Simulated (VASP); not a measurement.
# Cu (I4/mmm) in VASP: single point with r2SCAN

Aim: the single point of Cu with r2SCAN.

Everything below comes from runs of VASP 6.6.1. Logs are shortened: lines on timing, memory, paths and dates and some standing lists are left out, and cuts for length are marked.

## (1) The cell of the first run

It takes space group I4/mmm (No. 139, tetragonal). The conventional cell has a = 2.633 Å, b = 2.633 Å, c = 3.507 Å, α = 90.00°, β = 90.00°, γ = 90.00°. Within 3.8 Å of Cu (site symmetry 4/mmm) lie 18 Cu at 2.56 to 3.72 Å.

## (2) Single point, r2SCAN (strain +0.030 along x and y, -0.030 along z)

File POSCAR:

```
Cu
1.0
    0.0000000000      1.8617250000      1.7532750000
    1.8617250000      0.0000000000      1.7532750000
    1.8617250000      1.8617250000      0.0000000000
Cu
1
Direct
    0.0000000000      0.0000000000      0.0000000000
```

File INCAR.step1:

```
ALGO     = Normal         # electronic algorithm
EDIFF    = 1E-4           # SCF threshold, eV
ENCUT    = 520            # plane-wave cutoff, eV
GGA      = PE             # functional
ISMEAR   = 0              # smearing method
LASPH    = True           # aspherical terms in the spheres
LCHARG   = False          # write CHGCAR
LREAL    = False          # projectors in reciprocal space
LWAVE    = True           # write WAVECAR
NBANDS   = 12             # bands
NELM     = 60             # most SCF steps
PREC     = Accurate       # precision mode
SIGMA    = 0.15           # smearing width, eV
```

File INCAR.step2:

```
ALGO     = Normal         # electronic algorithm
EDIFF    = 1E-6           # SCF threshold, eV
ENCUT    = 520            # plane-wave cutoff, eV
ISIF     = 2              # what is computed and relaxed
ISMEAR   = 0              # smearing method
ISTART   = 1            
LASPH    = True           # aspherical terms in the spheres
LCHARG   = False          # write CHGCAR
LMIXTAU  = True         
LREAL    = False          # projectors in reciprocal space
LWAVE    = False          # write WAVECAR
METAGGA  = R2SCAN         # meta-GGA
NBANDS   = 12             # bands
NELM     = 60             # most SCF steps
PREC     = Accurate       # precision mode
SIGMA    = 0.15           # smearing width, eV
```

File KPOINTS:

```
k-points
0
Gamma
  22 22 22
```

Potentials or basis: VASP PAW PBE potentials, release 64 (Cu).

Command:

```bash
$ cat potpaw_PBE.64/Cu/POTCAR > POTCAR
$ cp INCAR.step1 INCAR
$ mpirun -np 1 vasp_std > vasp.out
$ cp INCAR.step2 INCAR
$ mpirun -np 1 vasp_std > vasp.out
```

OUTCAR:

```text
EDIFF = 1E-6
   ENCUT = 520
   ISIF = 2
   ISMEAR = 0
   ISTART = 1
   LASPH = True
   LREAL = False
   METAGGA = R2SCAN
   NELM = 60
   PREC = Accurate

 ion  position               nearest neighbor table
   1  0.000  0.000  0.000-

  LATTYP: Found a body centered tetragonal cell.
 ALAT       =     2.6328767444
 C/A-ratio  =     1.3318321898

  Lattice vectors:

 A1 = (   0.0000000000,  -1.8617250000,  -1.7532750000)
 A2 = (   0.0000000000,   1.8617250000,  -1.7532750000)
 A3 = (   1.8617250000,   0.0000000000,   1.7532750000)

Analysis of symmetry for initial positions (statically):
=====================================================================
 Subroutine PRICEL returns:
 Original cell was already a primitive cell.

 Routine SETGRP: Setting up the symmetry group for a
 body centered tetragonal supercell.

 Subroutine GETGRP returns: Found 16 space group operations
 (whereof 16 operations were pure point group operations)
 out of a pool of 16 trial point group operations.

The static configuration has the point symmetry D_4h.

Analysis of symmetry for dynamics (positions and initial velocities):
=====================================================================
 Subroutine PRICEL returns:
 Original cell was already a primitive cell.

 Routine SETGRP: Setting up the symmetry group for a
 body centered tetragonal supercell.

 Subroutine GETGRP returns: Found 16 space group operations
 (whereof 16 operations were pure point group operations)
 out of a pool of 16 trial point group operations.

The dynamic configuration has the point symmetry D_4h.

 Subroutine INISYM returns: Found 16 space group operations
 (whereof 16 operations are pure point group operations),
 and found     1 'primitive' translations

----------------------------------------------------------------------------------------

                                     Primitive cell

  volume of cell :      12.1538

  direct lattice vectors                    reciprocal lattice vectors
     0.000000000  1.861725000  1.753275000    -0.268568129  0.268568129  0.285180591
     1.861725000  0.000000000  1.753275000     0.268568129 -0.268568129  0.285180591
     1.861725000  1.861725000  0.000000000     0.268568129  0.268568129 -0.285180591

  length of vectors
     2.557341041  2.557341041  2.632876744     0.474958576  0.474958576  0.474958576

  position of ions in fractional coordinates (direct lattice)
     0.000000000  0.000000000  0.000000000

  ion indices of the primitive-cell ions
   primitive index   ion index
                 1           1

----------------------------------------------------------------------------------------

 KPOINTS: k-points

Automatic generation of k-mesh.
 Grid dimensions read from file:
 generate k-points for:   22   22   22

 Generating k-lattice:

  Cartesian coordinates                     Fractional coordinates (reciprocal lattice)
    -0.012207642  0.012207642  0.012962754     0.045454545 -0.000000000  0.000000000
     0.012207642 -0.012207642  0.012962754    -0.000000000  0.045454545  0.000000000
     0.012207642  0.012207642 -0.012962754     0.000000000  0.000000000  0.045454545

  Length of vectors
     0.021589026  0.021589026  0.021589026

  Shift w.r.t. Gamma in fractional coordinates (k-lattice)
     0.000000000  0.000000000  0.000000000

 Subroutine IBZKPT returns following result:
 ===========================================

 Found    834 irreducible k-points:

 Following reciprocal coordinates:
            Coordinates               Weight
  0.000000  0.000000  0.000000      1.000000
  0.045455  0.000000  0.000000      8.000000
  0.090909  0.000000  0.000000      8.000000
  0.136364  0.000000  0.000000      8.000000
  0.181818  0.000000  0.000000      8.000000
  0.227273  0.000000  0.000000      8.000000
[... 16 lines left out ...]
  0.500000  0.045455  0.000000      8.000000
 -0.454545  0.045455  0.000000      8.000000
 [... further k-points ...]
   k-points           NKPTS =    834   k-points in BZ     NKDIM =    834   number of bands    NBANDS=     12
   number of dos      NEDOS =    301   number of ions     NIONS =      1
   total plane-waves  NPLWV =   8000
   dimension x,y,z NGX =    20 NGY =   20 NGZ =   20
   dimension x,y,z NGXF=    40 NGYF=   40 NGZF=   40
   ions per type =               1
   NGX,Y,Z   is equivalent  to a cutoff of  13.00, 13.00, 12.63 a.u.
   NGXF,Y,Z  is equivalent  to a cutoff of  26.00, 26.00, 25.26 a.u.
 SYSTEM =  unknown system
   PREC   = accura    normal or accurate (medium, high low for compatibility)
   ISTART =      1    job   : 0-new  1-cont  2-samecut
   ICHARG =      0    charge: 1-file 2-atom 10-const
   ISPIN  =      1    spin polarized calculation?
   LNONCOLLINEAR =      F non collinear calculations
   LSORBIT =      F    spin-orbit coupling
   LASPH  =      T    aspherical Exc in radial PAW
   ENCUT  =  520.0 eV  38.22 Ry    6.18 a.u.   4.75  4.75  4.90*2*pi/ulx,y,z
   NELM   =     60;   NELMIN=  2; NELMDL=  0     # of ELM steps
   EDIFF  = 0.1E-05   stopping-criterion for ELM
   LREAL  =      F    real-space projection
   EDIFFG = 0.1E-04   stopping-criterion for IOM
   NSW    =      0    number of steps for IOM
   IBRION =     -1    ionic relax: 0-MD 1-quasi-New 2-CG
   NFREE  =      0    steps in history (QN), initial steepest desc. (CG)
   ISIF   =      2    stress and relaxation
   ISYM   =      2    0-nonsym 1-usesym 2-fastsym
   POTIM  = 0.5000    time-step for ionic-motion
   TEBEG  =    0.0;   TEEND  =   0.0 temperature during run
   PSTRESS=    0.0 pullay stress
   NELECT =      11.0000    total number of electrons
   NUPDOWN=      -1.0000    fix difference up-down
   EMIN   =  10.00;   EMAX   =-10.00  energy-range for DOS
   EFERMI =   0.00;   METHOD = LEGACY
   ISMEAR =     0;   SIGMA  =   0.15  broadening in eV -4-tet -1-fermi 0-gaus
   EFERMI_NEDOS =   21; number of points for ismear=-14 and -15
   IALGO  =     38    algorithm
   IMIX   =      4    mixing-type and parameters
     AMIX     =   0.40;   BMIX     =  1.00
     AMIX_MAG =   1.60;   BMIX_MAG =  1.00
  volume/ion in A,a.u.               =      12.15        82.02
  Fermi-wavevector in a.u.,A,eV,Ry     =   1.583563  2.992500 34.118948  2.507672
  Thomas-Fermi vector in A             =   2.683314
   LORBIT       =      0    0 simple, 1 ext, 2 COOP (PROOUT), +10 PAW based schemes
   METAGGA = R2SCAN    functional components
   LHFCALC =     F    Hartree Fock is set to
   AEXX    =    0.0000 exact exchange contribution
   IVDW    =     0    specifies the selected vdW correction
   LEPSILON=     F    determine dielectric tensor
   LRPA    =     F    only Hartree local field effects (RPA)
 non-spin polarized calculation
 Gauss-broadening in eV      SIGMA  =   0.15
  energy-cutoff  :      520.00
  volume of cell :       12.15
 maximum number of plane-waves:       344
   NGX =  9   NGY =  9   NGZ =  9

 number of electron      10.9999996 magnetization

 Free energy of the ion-electron system (eV)
  ---------------------------------------------------
  ext. energy  EPLUGINS =         0.00000000
  ---------------------------------------------------
  free energy    TOTEN  =       -10.80825298 eV

  energy without entropy =      -10.80549875  energy(sigma->0) =      -10.80687587

 E-fermi :   7.0477     XC(G=0): -13.5523

 val. band max:        7.0269450658   @ k =  -0.1818   0.3182   0.2273
 cond. band min:       7.0629933580   @ k =   0.5000   0.3182   0.1818
 fundamental gap:      0.0360482922
 Fermi energy:         7.0477157410

 k-point     1 :       0.0000    0.0000    0.0000
  band No.  band energies     occupation
      1      -2.3913      2.00000
      2       3.9231      2.00000
      3       3.9232      2.00000
      4       4.1873      2.00000
      5       4.6413      2.00000
      6       4.9034      2.00000
      7      30.2684      0.00000
      8      32.9528      0.00000
      9      32.9530      0.00000
     10      33.2072      0.00000
     11      35.3237      0.00000
     12      35.4635      0.00000

 k-point     2 :       0.0455    0.0000    0.0000
  band No.  band energies     occupation
      1      -2.3145      2.00000
      2       3.9190      2.00000
      3       3.9373      2.00000
      4       4.1891      2.00000
      5       4.6380      2.00000
      6       4.8959      2.00000
      7      29.8477      0.00000
      8      31.8684      0.00000
      9      32.6442      0.00000
     10      32.8631      0.00000
     11      35.7512      0.00000
     12      35.8693      0.00000

 k-point     3 :       0.0909    0.0000    0.0000
  band No.  band energies     occupation
      1      -2.0855      2.00000
      2       3.8996      2.00000
      3       3.9747      2.00000
      4       4.2014      2.00000
      5       4.6327      2.00000
      6       4.8762      2.00000
      7      28.1029      0.00000
      8      31.1074      0.00000
      9      32.0275      0.00000
     10      32.3522      0.00000
     11      36.6182      0.00000
     12      36.7282      0.00000

 k-point     4 :       0.1364    0.0000    0.0000
  band No.  band energies     occupation
      1      -1.7096      2.00000
      2       3.8573      2.00000
      3       4.0197      2.00000
      4       4.2309      2.00000
      5       4.6401      2.00000
      6       4.8538      2.00000
      7      25.7420      0.00000
      8      30.7893      0.00000
      9      31.3828      0.00000
     10      31.8917      0.00000
     11      37.0422      0.00000
     12      37.3244      0.00000

 k-point     5 :       0.1818    0.0000    0.0000
  band No.  band energies     occupation
      1      -1.1976      2.00000
      2       3.8018      2.00000
      3       4.0478      2.00000
      4       4.2653      2.00000
      5       4.6823      2.00000
      6       4.8458      2.00000
      7      23.3244      0.00000
      8      30.4275      0.00000
      9      30.7902      0.00000
     10      31.5644      0.00000
     11      36.6086      0.00000
     12      36.7422      0.00000
[... 228 lines left out ...]
      1       1.7507      2.00000
      2       3.8965      2.00000
      3       4.1300      2.00000
      4       4.5072      2.00000
      5       5.3168      2.00000
      6       5.4253      2.00000
      7      13.3399      0.00000
      8      27.8255      0.00000
      9      28.0379      0.00000
     10      31.7256      0.00000
     11      33.5862      0.00000
     12      34.1460      0.00000

 k-point    22 :       0.4545    0.0455    0.0000
  band No.  band energies     occupation
      1       1.9541      2.00000
      2       3.8623      2.00000
      3       4.0944      2.00000
      4       4.8746      2.00000
      5       5.3855      2.00000
      6       5.9299      2.00000
      7      11.8269      0.00000
      8      27.8902      0.00000
      9      27.9422      0.00000
     10      30.9619      0.00000
     11      33.0299      0.00000
     12      34.0759      0.00000

 k-point    23 :       0.5000    0.0455    0.0000
  band No.  band energies     occupation
      1       2.0232      2.00000
      2       3.8452      2.00000
      3       4.0757      2.00000
      4       5.0235      2.00000
      5       5.4052      2.00000
      6       6.4009      2.00000
      7      10.9629      0.00000
      8      27.9617      0.00000
      9      28.1112      0.00000
     10      30.2898      0.00000
     11      32.6159      0.00000
     12      34.1536      0.00000

 k-point    24 :      -0.4545    0.0455    0.0000
  band No.  band energies     occupation
      1       2.0037      2.00000
      2       3.8474      2.00000
      3       4.0763      2.00000
      4       5.0240      2.00000
      5       5.3725      2.00000
      6       6.2350      2.00000
      7      11.2311      0.00000
      8      28.1024      0.00000
      9      28.4913      0.00000
     10      29.7462      0.00000
     11      32.3441      0.00000
     12      34.3281      0.00000

 [... further k-points ...]
[... 5 lines left out ...]
  --------------------------------------------------------------------------------------
  -------------------------------------------------------------------------------------
  Total       -0.6578430     -0.6578430     -0.4613045      0.0000000      0.0000000     -0.0000000
  in kB      -86.7205004    -86.7205004    -60.8117049      0.0000000      0.0000000     -0.0000000
  external PRESSURE =     -78.0842352 kB  Pullay stress =       0.0000000 kB

 VOLUME and BASIS-vectors are now :
 -----------------------------------------------------------------------------
  energy-cutoff  :      520.00
  volume of cell :       12.15
      direct lattice vectors                 reciprocal lattice vectors
     0.000000000  1.861725000  1.753275000    -0.268568129  0.268568129  0.285180591
     1.861725000  0.000000000  1.753275000     0.268568129 -0.268568129  0.285180591
     1.861725000  1.861725000  0.000000000     0.268568129  0.268568129 -0.285180591

 POSITION                                       TOTAL-FORCE (eV/Angst)
 -----------------------------------------------------------------------------------
      0.00000      0.00000      0.00000         0.000000     -0.000000      0.000000
 -----------------------------------------------------------------------------------
    total drift:                                0.000000      0.000000      0.000000

  FREE ENERGIE OF THE ION-ELECTRON SYSTEM (eV)
  ---------------------------------------------------
  free  energy   TOTEN  =       -10.8082529812 eV

  energy  without entropy=      -10.8054987527  energy(sigma->0) =      -10.80687587
```

Run time: 11 min. Hardware: 1 thread of Intel Xeon 8259CL, shared host; peak memory 0.23 GiB.

Results:

| Item | Value |
| --- | --- |
| Free energy | -10.8083 eV |
| Pressure | -7.8 GPa |
| Band gap on the k mesh | zero (an odd number of electrons rules out a gap without spin polarisation) |

Levels at points of the mesh, in eV from the Fermi level:
```tsv
k point	band 4	band 5	band 6	band 7	band 8	band 9
(0.00, 0.00, 0.00)	-2.86	-2.41	-2.14	23.22	25.91	25.91
(0.50, 0.00, 0.00)	-1.76	-1.64	-0.94	3.85	21.11	21.71
(0.50, 0.50, 0.00)	-1.54	-1.54	2.54	8.33	12.58	12.58
(0.50, 0.00, 0.50)	-1.65	-1.48	1.18	6.71	14.02	14.11
```

Caveat: the cell differs from its parent crystal (strain +0.030 along x and y, -0.030 along z); the cell stands under tension; the PAW data sets were made with another functional, which shifts forces and pressure a little.

The gap in the log of VASP goes by the Fermi energy; the results here count the filled bands.